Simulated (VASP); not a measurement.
Here is a VASP 6.6.1 calculation.

INCAR

```
  PREC = Accurate
  ENCUT = 520
  EDIFF = 1E-6
  ISMEAR = 1
  SIGMA = 0.1
  LREAL = False
  LASPH = True
  NELM = 60
  ALGO = Normal
  ISIF = 2
  LWAVE = False
  LCHARG = False
  GGA = PS
  NBANDS = 28
```

File KPOINTS:

```
regular mesh
0
Gamma
  14 14 4
```

Contents of POSCAR:

```
Pd
1.0
    2.6934960000      0.0000000000      0.0000000000
   -1.3467480000      2.3326387500      0.0000000000
    0.0000000000      0.0000000000      9.5919947403
Pd
4
Direct
    0.0000000000      0.0000000000      0.0000000000
    0.3333333333      0.6666666667      0.2500000000
    0.0000000000      0.0000000000      0.5000000000
    0.6666666667      0.3333333333      0.7500000000
```

Potentials or basis: VASP PAW PBE potentials, release 64 (Pd).

Run with:

```console
$ cat potpaw_PBE.64/Pd/POTCAR > POTCAR
$ mpirun -np 1 vasp_std > vasp.out
```

**Question.** Predict the pressure.

**Answer.** -5.1 GPa.

**Question.** Predict the band gap on the k mesh.

**Answer.** Zero (band 20 reaches 9.61 eV, above the bottom of band 21 at 8.64 eV).

Stress tensor (GPa, compression positive):
```
 -1.37   0.00   0.00
  0.00  -1.37   0.00
  0.00   0.00 -12.55
```

Caveat: the PAW data sets were made with another functional, which shifts forces and pressure a little.
